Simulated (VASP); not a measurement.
# Pd (I4/mmm) in VASP: further runs

Runs on Pd. Level: PBE. Tasks: single point.

Everything below comes from runs of VASP 6.6.1. Logs are shortened: lines on timing, memory, paths and dates and some standing lists are left out, and cuts for length are marked.

### Step 1. The cell of the first run

It takes space group I4/mmm (No. 139, tetragonal). The conventional cell has a = 2.530 Å, b = 2.530 Å, c = 3.890 Å, α = 90.00°, β = 90.00°, γ = 90.00°. Pd (site symmetry 4/mmm) has 12 Pd at 2.53 to 2.64 Å within 3.3 Å.

### Step 2. Single point, PBE (strain -0.080 along x and y, +0.000 along z)

File INCAR:

```
SYSTEM = Pd
PREC = Accurate
ENCUT = 520
EDIFF = 1E-6
ISMEAR = 0
SIGMA = 0.15
LREAL = .False.
LASPH = .True.
NELM = 60
ALGO = Fast
ISIF = 2
LWAVE = .False.
LCHARG = .True.
GGA = PE
LELF = .True.
LVHAR = .True.
NBANDS = 11
```

File KPOINTS:

```
Automatic mesh
0
Gamma
  20 20 20
  0 0 0
```

File POSCAR:

```
Pd
1.0
    0.0000000000      1.7893080000      1.9449000000
    1.7893080000      0.0000000000      1.9449000000
    1.7893080000      1.7893080000      0.0000000000
Pd
1
Direct
    0.0000000000      0.0000000000      0.0000000000
```

Potentials or basis: VASP PAW PBE potentials, release 64 (Pd).

Started as:

```bash
$ cat potpaw_PBE.64/Pd/POTCAR > POTCAR
$ mpirun -np 1 vasp_std > vasp.out
```

OUTCAR:

```text
SYSTEM = Pd
   PREC = Accurate
   ENCUT = 520
   EDIFF = 1E-6
   ISMEAR = 0
   LREAL = .False.
   LASPH = .True.
   NELM = 60
   ISIF = 2
   GGA = PE

 ion  position               nearest neighbor table
   1  0.000  0.000  0.000-

  LATTYP: Found a body centered tetragonal cell.
 ALAT       =     2.5304636409
 C/A-ratio  =     1.5371886548

  Lattice vectors:

 A1 = (  -1.7893080000,   0.0000000000,   1.9449000000)
 A2 = (   1.7893080000,   0.0000000000,   1.9449000000)
 A3 = (   0.0000000000,   1.7893080000,  -1.9449000000)

Analysis of symmetry for initial positions (statically):
=====================================================================
 Subroutine PRICEL returns:
 Original cell was already a primitive cell.

 Routine SETGRP: Setting up the symmetry group for a
 body centered tetragonal supercell.

 Subroutine GETGRP returns: Found 16 space group operations
 (whereof 16 operations were pure point group operations)
 out of a pool of 16 trial point group operations.

The static configuration has the point symmetry D_4h.

Analysis of symmetry for dynamics (positions and initial velocities):
=====================================================================
 Subroutine PRICEL returns:
 Original cell was already a primitive cell.

 Routine SETGRP: Setting up the symmetry group for a
 body centered tetragonal supercell.

 Subroutine GETGRP returns: Found 16 space group operations
 (whereof 16 operations were pure point group operations)
 out of a pool of 16 trial point group operations.

The dynamic configuration has the point symmetry D_4h.

 Subroutine INISYM returns: Found 16 space group operations
 (whereof 16 operations are pure point group operations),
 and found     1 'primitive' translations

----------------------------------------------------------------------------------------

                                     Primitive cell

  volume of cell :      12.4537

  direct lattice vectors                    reciprocal lattice vectors
     0.000000000  1.789308000  1.944900000    -0.279437637  0.279437637  0.257082626
     1.789308000  0.000000000  1.944900000     0.279437637 -0.279437637  0.257082626
     1.789308000  1.789308000  0.000000000     0.279437637  0.279437637 -0.257082626

  length of vectors
     2.642774892  2.642774892  2.530463641     0.471446989  0.471446989  0.471446989

  position of ions in fractional coordinates (direct lattice)
     0.000000000  0.000000000  0.000000000

  ion indices of the primitive-cell ions
   primitive index   ion index
                 1           1
[... 80 lines left out ...]
   POTIM  = 0.5000    time-step for ionic-motion
   TEBEG  =    0.0;   TEEND  =   0.0 temperature during run
   PSTRESS=    0.0 pullay stress
   NELECT =      10.0000    total number of electrons
   NUPDOWN=      -1.0000    fix difference up-down
   EMIN   =  10.00;   EMAX   =-10.00  energy-range for DOS
   EFERMI =   0.00;   METHOD = LEGACY
   ISMEAR =     0;   SIGMA  =   0.15  broadening in eV -4-tet -1-fermi 0-gaus
   EFERMI_NEDOS =   21; number of points for ismear=-14 and -15
   IALGO  =     68    algorithm
   IMIX   =      4    mixing-type and parameters
     AMIX     =   0.40;   BMIX     =  1.00
     AMIX_MAG =   1.60;   BMIX_MAG =  1.00
  volume/ion in A,a.u.               =      12.45        84.04
  Fermi-wavevector in a.u.,A,eV,Ry     =   1.521630  2.875463 31.502348  2.315357
  Thomas-Fermi vector in A             =   2.630319
   LORBIT       =      0    0 simple, 1 ext, 2 COOP (PROOUT), +10 PAW based schemes
   GGA     = PE    functional components
   LHFCALC =     F    Hartree Fock is set to
   AEXX    =    0.0000 exact exchange contribution
   IVDW    =     0    specifies the selected vdW correction
   LEPSILON=     F    determine dielectric tensor
   LRPA    =     F    only Hartree local field effects (RPA)
 non-spin polarized calculation
 RMM-DIIS sequential band-by-band and
 Gauss-broadening in eV      SIGMA  =   0.15
  energy-cutoff  :      520.00
  volume of cell :       12.45
 maximum number of plane-waves:       346
   NGX =  9   NGY =  9   NGZ =  9

 number of electron      10.0000003 magnetization

 Free energy of the ion-electron system (eV)
  ---------------------------------------------------
  ext. energy  EPLUGINS =         0.00000000
  ---------------------------------------------------
  free energy    TOTEN  =        -4.76998936 eV

  energy without entropy =       -4.74923892  energy(sigma->0) =       -4.75961414

 E-fermi :  12.9261     XC(G=0): -14.2683

 val. band max:       12.9255663568   @ k =  -0.2500   0.4500   0.3000
 cond. band min:      12.9291726384   @ k =  -0.3500  -0.0000   0.0500
 fundamental gap:      0.0036062816
 Fermi energy:        12.9261269581

 k-point     1 :       0.0000    0.0000    0.0000
  band No.  band energies     occupation
      1       4.4070      2.00000
      2       8.5626      2.00000
      3       9.5973      2.00000
      4       9.5973      2.00000
      5      10.7319      2.00000
      6      11.8630      2.00000
      7      30.1755      0.00000
      8      34.1489      0.00000
      9      36.7227      0.00000
     10      36.7227      0.00000
     11      38.4660      0.00000
[... 309 lines left out ...]
 k-point    24 :      -0.3500    0.0500    0.0000
  band No.  band energies     occupation
      1       6.4096      2.00000
      2       8.8496      2.00000
      3       9.8222      2.00000
      4      11.0031      2.00000
      5      12.1121      2.00000
      6      13.1590      0.02816
      7      24.6827      0.00000
      8      30.1044      0.00000
      9      35.7993      0.00000
     10      38.4463      0.00000
     11      40.2466      0.00000

 [... further k-points ...]

------------------------ aborting loop because EDIFF is reached ----------------------------------------

  FORCE on cell =-STRESS in cart. coord.  units (eV):
  Direction    XX          YY          ZZ          XY          YZ          ZX
  --------------------------------------------------------------------------------------
  -------------------------------------------------------------------------------------
  Total        5.0952330      5.0952330      4.1591813      0.0000000      0.0000000      0.0000000
  in kB      655.5067195    655.5067195    535.0827558      0.0000000      0.0000000      0.0000000
  external PRESSURE =     615.3653982 kB  Pullay stress =       0.0000000 kB

 VOLUME and BASIS-vectors are now :
 -----------------------------------------------------------------------------
  energy-cutoff  :      520.00
  volume of cell :       12.45
      direct lattice vectors                 reciprocal lattice vectors
     0.000000000  1.789308000  1.944900000    -0.279437637  0.279437637  0.257082626
     1.789308000  0.000000000  1.944900000     0.279437637 -0.279437637  0.257082626
     1.789308000  1.789308000  0.000000000     0.279437637  0.279437637 -0.257082626

 POSITION                                       TOTAL-FORCE (eV/Angst)
 -----------------------------------------------------------------------------------
      0.00000      0.00000      0.00000         0.000000     -0.000000     -0.000000
 -----------------------------------------------------------------------------------
    total drift:                                0.000000      0.000000      0.000000

  FREE ENERGIE OF THE ION-ELECTRON SYSTEM (eV)
  ---------------------------------------------------
  free  energy   TOTEN  =        -4.7699893639 eV

  energy  without entropy=       -4.7492389200  energy(sigma->0) =       -4.75961414
```

OSZICAR:

```text
N       E                     dE             d eps       ncg     rms          rms(c)
DAV:   1     0.439395444944E+02    0.43940E+02   -0.52953E+03 14182   0.877E+02
DAV:   2    -0.455203743995E+01   -0.48492E+02   -0.47058E+02 15635   0.191E+02
DAV:   3    -0.507120671557E+01   -0.51917E+00   -0.51775E+00 17114   0.213E+01
DAV:   4    -0.507293123718E+01   -0.17245E-02   -0.17243E-02 17498   0.125E+00
DAV:   5    -0.507294440903E+01   -0.13172E-04   -0.13171E-04 18116   0.104E-01    0.128E+01
RMM:   6    -0.480637123767E+01    0.26657E+00   -0.26355E-01 15424   0.491E+00    0.656E+00
RMM:   7    -0.477537428731E+01    0.30997E-01   -0.18782E-02 16431   0.150E+00    0.260E+00
RMM:   8    -0.477000859039E+01    0.53657E-02   -0.38961E-03 16592   0.612E-01    0.175E-01
RMM:   9    -0.476997978851E+01    0.28802E-04   -0.27947E-04 17998   0.162E-01    0.530E-02
RMM:  10    -0.476998859215E+01   -0.88036E-05   -0.62759E-05 17962   0.668E-02    0.616E-03
RMM:  11    -0.476998900028E+01   -0.40814E-06   -0.17513E-05 18600   0.303E-02    0.516E-03
RMM:  12    -0.476998936392E+01   -0.36363E-06   -0.39633E-06 15225   0.142E-02
   1 F= -.47699894E+01 E0= -.47596141E+01  d E =-.207504E-01
```

Wall time 31 s (1 thread of Intel Xeon 6975P-C (Granite Rapids), shared host); peak memory 0.2 GiB.

Results:

| Quantity | Value |
| --- | --- |
| Free energy | -4.7700 eV |
| Pressure | 61.5 GPa |
| Band gap on the k mesh | zero (band 5 reaches 13.77 eV, above the bottom of band 6 at 11.31 eV) |

Stress tensor (GPa, compression positive):
```
65.55  0.00  0.00
 0.00 65.55  0.00
 0.00  0.00 53.51
```

Caveat: the cell differs from its parent crystal (strain -0.080 along x and y, +0.000 along z).

### Step 3. Single point, PBE (strain -0.040 along x and y, -0.080 along z)

File INCAR:

```
SYSTEM = Pd
  PREC = Accurate
  ENCUT = 520
  EDIFF = 1E-7
  ISMEAR = 0
  SIGMA = 0.15
  LREAL = .FALSE.
  LASPH = .TRUE.
  NELM = 80
  ALGO = Fast
  ISIF = 2
  LWAVE = .FALSE.
  LCHARG = .TRUE.
  GGA = PE
  LELF = .TRUE.
  LVHAR = .TRUE.
  NBANDS = 11
```

File KPOINTS:

```
Automatic mesh
0
G
  20 20 20
  0 0 0
```

File POSCAR:

```
Pd
1.0
    0.0000000000      1.8671040000      1.7893080000
    1.8671040000      0.0000000000      1.7893080000
    1.8671040000      1.8671040000      0.0000000000
Pd
1
Direct
    0.0000000000      0.0000000000      0.0000000000
```

Potentials or basis: VASP PAW PBE potentials, release 64 (Pd).

Started as:

```bash
$ cat potpaw_PBE.64/Pd/POTCAR > POTCAR
$ mpirun -np 1 vasp_std > vasp.out
```

OUTCAR:

```text
SYSTEM = Pd
   PREC = Accurate
   ENCUT = 520
   EDIFF = 1E-7
   ISMEAR = 0
   LREAL = .FALSE.
   LASPH = .TRUE.
   NELM = 80
   ISIF = 2
   GGA = PE

 ion  position               nearest neighbor table
   1  0.000  0.000  0.000-

  LATTYP: Found a body centered tetragonal cell.
 ALAT       =     2.6404837992
 C/A-ratio  =     1.3552879973

  Lattice vectors:

 A1 = (   0.0000000000,  -1.8671040000,  -1.7893080000)
 A2 = (   0.0000000000,   1.8671040000,  -1.7893080000)
[... 517 lines left out ...]

 [... further k-points ...]

------------------------ aborting loop because EDIFF is reached ----------------------------------------

  FORCE on cell =-STRESS in cart. coord.  units (eV):
  Direction    XX          YY          ZZ          XY          YZ          ZX
  --------------------------------------------------------------------------------------
  -------------------------------------------------------------------------------------
  Total        4.5777257      4.5777257      4.8686416      0.0000000     -0.0000000      0.0000000
  in kB      587.9064553    587.9064553    625.2681011      0.0000000     -0.0000000      0.0000000
  external PRESSURE =     600.3603372 kB  Pullay stress =       0.0000000 kB

 VOLUME and BASIS-vectors are now :
 -----------------------------------------------------------------------------
  energy-cutoff  :      520.00
  volume of cell :       12.48
      direct lattice vectors                 reciprocal lattice vectors
     0.000000000  1.867104000  1.789308000    -0.267794402  0.267794402  0.279437637
     1.867104000  0.000000000  1.789308000     0.267794402 -0.267794402  0.279437637
     1.867104000  1.867104000  0.000000000     0.267794402  0.267794402 -0.279437637

 POSITION                                       TOTAL-FORCE (eV/Angst)
 -----------------------------------------------------------------------------------
      0.00000      0.00000      0.00000         0.000000     -0.000000      0.000000
 -----------------------------------------------------------------------------------
    total drift:                                0.000000     -0.000000      0.000000

  FREE ENERGIE OF THE ION-ELECTRON SYSTEM (eV)
  ---------------------------------------------------
  free  energy   TOTEN  =        -4.7982825695 eV

  energy  without entropy=       -4.7774252821  energy(sigma->0) =       -4.78785393
```

OSZICAR:

```text
N       E                     dE             d eps       ncg     rms          rms(c)
DAV:   1     0.439292631820E+02    0.43929E+02   -0.52841E+03 14174   0.873E+02
DAV:   2    -0.457048725702E+01   -0.48500E+02   -0.46857E+02 15651   0.191E+02
DAV:   3    -0.510285676851E+01   -0.53237E+00   -0.53056E+00 17127   0.214E+01
DAV:   4    -0.510463037843E+01   -0.17736E-02   -0.17734E-02 17410   0.127E+00
DAV:   5    -0.510464438722E+01   -0.14009E-04   -0.14009E-04 18112   0.107E-01    0.127E+01
RMM:   6    -0.483465467864E+01    0.26999E+00   -0.27131E-01 15403   0.498E+00    0.650E+00
RMM:   7    -0.480369445651E+01    0.30960E-01   -0.19290E-02 16430   0.152E+00    0.258E+00
RMM:   8    -0.479829926437E+01    0.53952E-02   -0.38946E-03 16540   0.612E-01    0.181E-01
RMM:   9    -0.479827140691E+01    0.27857E-04   -0.27023E-04 17928   0.160E-01    0.432E-02
RMM:  10    -0.479828165050E+01   -0.10244E-04   -0.58644E-05 17944   0.643E-02    0.606E-03
RMM:  11    -0.479828199055E+01   -0.34005E-06   -0.16653E-05 18923   0.300E-02    0.451E-03
RMM:  12    -0.479828249972E+01   -0.50916E-06   -0.38874E-06 18364   0.142E-02    0.176E-03
RMM:  13    -0.479828249859E+01    0.11231E-08   -0.12180E-06 16737   0.761E-03    0.160E-03
RMM:  14    -0.479828256950E+01   -0.70906E-07   -0.33121E-07 13450   0.428E-03
   1 F= -.47982826E+01 E0= -.47878539E+01  d E =-.208573E-01
```

It took 36 s on 1 thread of Intel Xeon 6975P-C (Granite Rapids), shared host; peak memory 0.19 GiB.

Results:

* Free energy: -4.7983 eV
* Pressure: 60.0 GPa
* Band gap on the k mesh: zero (band 5 reaches 13.48 eV, above the bottom of band 6 at 11.21 eV)

Levels at points of the mesh, in eV from the Fermi level:
| k point | band 3 | band 4 | band 5 | band 6 | band 7 | band 8 |
| --- | --- | --- | --- | --- | --- | --- |
| (0.00, 0.00, 0.00) | -3.86 | -3.38 | -1.87 | -1.34 | 17.15 | 22.42 |
| (0.50, 0.00, 0.00) | -3.54 | -0.13 | 0.12 | 0.66 | 8.84 | 16.50 |
| (0.50, 0.50, 0.00) | -0.05 | 0.43 | 0.43 | 4.04 | 13.54 | 13.58 |
| (0.50, 0.00, 0.50) | -0.05 | 0.23 | 0.58 | 3.06 | 12.27 | 14.19 |

Caveat: the cell differs from its parent crystal (strain -0.040 along x and y, -0.080 along z).
